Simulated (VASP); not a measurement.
# SiW (rocksalt type) (Fm-3m) in VASP: further runs, part 2 of 2

VASP 6.6.1. Earlier steps stand in the parts before.

### 4 Electric field gradients, PBE

The input, INCAR:

```
PREC = Accurate ; ENCUT = 520
EDIFF = 1E-8 ; ISMEAR = -1
SIGMA = 0.05 ; LREAL = False
LASPH = True ; NELM = 100
ALGO = Normal ; ISIF = 2
LWAVE = False ; LCHARG = False
GGA = PE ; LEFG = True
NBANDS = 16
```

The input, KPOINTS:

```
regular mesh
0
Gamma
  10 10 10
```

The input, POSCAR:

```
SiW
1.0
    0.0000000000      2.5128451315      2.5128451315
    2.5128451315      0.0000000000      2.5128451315
    2.5128451315      2.5128451315      0.0000000000
W Si
1 1
Direct
    0.0000000000      0.0000000000      0.0000000000
    0.5000000000      0.5000000000      0.5000000000
```

Potentials or basis: VASP PAW PBE potentials, release 64 (W_sv, Si).

Run with:

```
$ cat potpaw_PBE.64/W_sv/POTCAR potpaw_PBE.64/Si/POTCAR > POTCAR
$ mpirun -np 1 vasp_std > vasp.out
```

OUTCAR:

```text
PREC = Accurate
   ENCUT = 520
   EDIFF = 1E-8
   ISMEAR = -1
   LREAL = False
   LASPH = True
   NELM = 100
   ISIF = 2
   GGA = PE

 ion  position               nearest neighbor table
   1  0.000  0.000  0.000-   2 2.51   2 2.51   2 2.51   2 2.51   2 2.51   2 2.51
   2  0.500  0.500  0.500-   1 2.51   1 2.51   1 2.51   1 2.51   1 2.51   1 2.51

  LATTYP: Found a face centered cubic cell.
 ALAT       =     5.0256902630

  Lattice vectors:

 A1 = (   0.0000000000,   2.5128451315,   2.5128451315)
 A2 = (   2.5128451315,   0.0000000000,   2.5128451315)
 A3 = (   2.5128451315,   2.5128451315,   0.0000000000)

Analysis of symmetry for initial positions (statically):
=====================================================================
 Subroutine PRICEL returns:
 Original cell was already a primitive cell.

 Routine SETGRP: Setting up the symmetry group for a
 face centered cubic supercell.

[... 643 lines left out ...]
  volume of cell :       31.73
      direct lattice vectors                 reciprocal lattice vectors
     0.000000000  2.512845132  2.512845132    -0.198977642  0.198977642  0.198977642
     2.512845132  0.000000000  2.512845132     0.198977642 -0.198977642  0.198977642
     2.512845132  2.512845132  0.000000000     0.198977642  0.198977642 -0.198977642

 POSITION                                       TOTAL-FORCE (eV/Angst)
 -----------------------------------------------------------------------------------
      0.00000      0.00000      0.00000        -0.000000     -0.000000      0.000000
      2.51285      2.51285      2.51285         0.000000      0.000000     -0.000000
 -----------------------------------------------------------------------------------
    total drift:                               -0.000000      0.000000      0.000000

  FREE ENERGIE OF THE ION-ELECTRON SYSTEM (eV)
  ---------------------------------------------------
  free  energy   TOTEN  =       -17.2382213002 eV

  energy  without entropy=      -17.2263127748  energy(sigma->0) =      -17.23226704

 Electric field gradients (V/A^2)
---------------------------------------------------------------------
 ion       V_xx      V_yy      V_zz      V_xy      V_xz      V_yz
---------------------------------------------------------------------
   1       0.000    -0.000     0.000     0.001     0.001     0.001
   2      -0.000     0.000     0.000     0.000     0.000     0.000
---------------------------------------------------------------------

 Electric field gradients after diagonalization (V/A^2)
 (convention: |V_zz| > |V_xx| > |V_yy|)
----------------------------------------------------------------------
 ion       V_xx      V_yy      V_zz     asymmetry (V_yy - V_xx)/ V_zz
----------------------------------------------------------------------
   1      -0.001    -0.001     0.001       0.000
   2      -0.000    -0.000     0.000       0.000
----------------------------------------------------------------------

           NMR quadrupolar parameters

 Cq : quadrupolar parameter    Cq=e*Q*V_zz/h
 eta: asymmetry parameters     (V_yy - V_xx)/ V_zz
 Q  : nuclear electric quadrupole moment in mb (millibarn)
----------------------------------------------------------------------
 ion       Cq(MHz)       eta       Q (mb)
----------------------------------------------------------------------
   1       0.000       0.000       1.000
   2       0.000       0.000       1.000
----------------------------------------------------------------------
```

Run time: 37 s. Hardware: 1 thread of Intel Xeon 8259CL, shared host; peak memory 0.17 GiB.

Results:

```yaml
Free_energy: -17.2382 eV
Pressure: 0.0 GPa
Band_gap_on_the_k_mesh: zero (bands 9 and 10 overlap by 2.35 eV)
Largest_electric_field_gradient_by_atom: zero within the noise of the run
```

Caveat: spin-orbit coupling is left out, which moves the levels of the heavy elements.

### 5 Electric field gradients, PBE

The input, INCAR:

```
SYSTEM = SiW
  ALGO = Normal
  EDIFF = 1E-8
  ENCUT = 520
  GGA = PE
  ISIF = 2
  ISMEAR = -1
  LASPH = .True.
  LCHARG = .False.
  LEFG = .True.
  LREAL = .False.
  LWAVE = .False.
  NBANDS = 16
  NELM = 80
  PREC = Accurate
  SIGMA = 0.05
```

The input, KPOINTS:

```
k-points
0
Gamma
  20 20 20
  0 0 0
```

POSCAR is that of step 4.

Potentials or basis: VASP PAW PBE potentials, release 64 (W_sv, Si).

Run with:

```
$ cat potpaw_PBE.64/W_sv/POTCAR potpaw_PBE.64/Si/POTCAR > POTCAR
$ mpirun -np 1 vasp_std > vasp.out
```

OUTCAR:

```text
SYSTEM = SiW
   EDIFF = 1E-8
   ENCUT = 520
   GGA = PE
   ISIF = 2
   ISMEAR = -1
   LASPH = .True.
   LREAL = .False.
   NELM = 80
   PREC = Accurate

 ion  position               nearest neighbor table
   1  0.000  0.000  0.000-   2 2.51   2 2.51   2 2.51   2 2.51   2 2.51   2 2.51
   2  0.500  0.500  0.500-   1 2.51   1 2.51   1 2.51   1 2.51   1 2.51   1 2.51

  LATTYP: Found a face centered cubic cell.
 ALAT       =     5.0256902630

  Lattice vectors:

 A1 = (   0.0000000000,   2.5128451315,   2.5128451315)
 A2 = (   2.5128451315,   0.0000000000,   2.5128451315)
 A3 = (   2.5128451315,   2.5128451315,   0.0000000000)

Analysis of symmetry for initial positions (statically):
=====================================================================
 Subroutine PRICEL returns:
 Original cell was already a primitive cell.

 Routine SETGRP: Setting up the symmetry group for a
 face centered cubic supercell.

[... 644 lines left out ...]
      direct lattice vectors                 reciprocal lattice vectors
     0.000000000  2.512845132  2.512845132    -0.198977642  0.198977642  0.198977642
     2.512845132  0.000000000  2.512845132     0.198977642 -0.198977642  0.198977642
     2.512845132  2.512845132  0.000000000     0.198977642  0.198977642 -0.198977642

 POSITION                                       TOTAL-FORCE (eV/Angst)
 -----------------------------------------------------------------------------------
      0.00000      0.00000      0.00000         0.000000      0.000000     -0.000000
      2.51285      2.51285      2.51285         0.000000     -0.000000      0.000000
 -----------------------------------------------------------------------------------
    total drift:                               -0.000000      0.000000      0.000000

  FREE ENERGIE OF THE ION-ELECTRON SYSTEM (eV)
  ---------------------------------------------------
  free  energy   TOTEN  =       -17.2295896117 eV

  energy  without entropy=      -17.2165809884  energy(sigma->0) =      -17.22308530

 Electric field gradients (V/A^2)
---------------------------------------------------------------------
 ion       V_xx      V_yy      V_zz      V_xy      V_xz      V_yz
---------------------------------------------------------------------
   1       0.000     0.000     0.000     0.001     0.001     0.001
   2      -0.000    -0.000    -0.000     0.000     0.000     0.000
---------------------------------------------------------------------

 Electric field gradients after diagonalization (V/A^2)
 (convention: |V_zz| > |V_xx| > |V_yy|)
----------------------------------------------------------------------
 ion       V_xx      V_yy      V_zz     asymmetry (V_yy - V_xx)/ V_zz
----------------------------------------------------------------------
   1      -0.001    -0.001     0.001       0.000
   2      -0.000    -0.000     0.000       0.000
----------------------------------------------------------------------

           NMR quadrupolar parameters

 Cq : quadrupolar parameter    Cq=e*Q*V_zz/h
 eta: asymmetry parameters     (V_yy - V_xx)/ V_zz
 Q  : nuclear electric quadrupole moment in mb (millibarn)
----------------------------------------------------------------------
 ion       Cq(MHz)       eta       Q (mb)
----------------------------------------------------------------------
   1       0.000       0.000       1.000
   2       0.000       0.000       1.000
----------------------------------------------------------------------
```

stdout:

```text
POSCAR found type information on POSCAR W Si
 POSCAR found :  2 types and       2 ions
 scaLAPACK will be used
 LDA part: xc-table for (Slater+PW92), standard interpolation
 POSCAR, INCAR and KPOINTS ok, starting setup
 FFT: planning ... GRIDC
 FFT: planning ... GRID_SOFT
 FFT: planning ... GRID
 WAVECAR not read
 entering main loop
ion   1

ion   2
```

Wall time 3.3 min (1 thread of Intel Xeon 8259CL, shared host); peak memory 0.26 GiB.

What came out:

| Property | Result |
| --- | --- |
| Free energy | -17.2296 eV |
| Pressure | 0.0 GPa |
| Band gap on the k mesh | zero (bands 9 and 10 overlap by 2.35 eV) |
| Largest electric field gradient by atom | zero within the noise of the run |

Caveat: spin-orbit coupling is left out, which moves the levels of the heavy elements.

### 6 The runs side by side

| k mesh | gap on the mesh (eV) | pressure (GPa) |
| --- | --- | --- |
| 4 × 4 × 4 | none | -0.8 |
| 7 × 7 × 7 | none | 0.0 |
| 10 × 10 × 10 | none | 0.0 |
| 20 × 20 × 20 | none | 0.0 |

Alike in all rows: task electric field gradients; level PBE; potentials or basis VASP PAW PBE potentials, release 64 (W_sv, Si); no spin polarisation; cell as given; cutoff (eV) 520; smearing fermi-dirac 0.05 eV.

Caveats: some runs use coarse meshes; spin-orbit coupling is left out, which moves the levels of the heavy elements.

Total energies depend on the potentials used, so only differences within one code and one set of settings carry meaning.
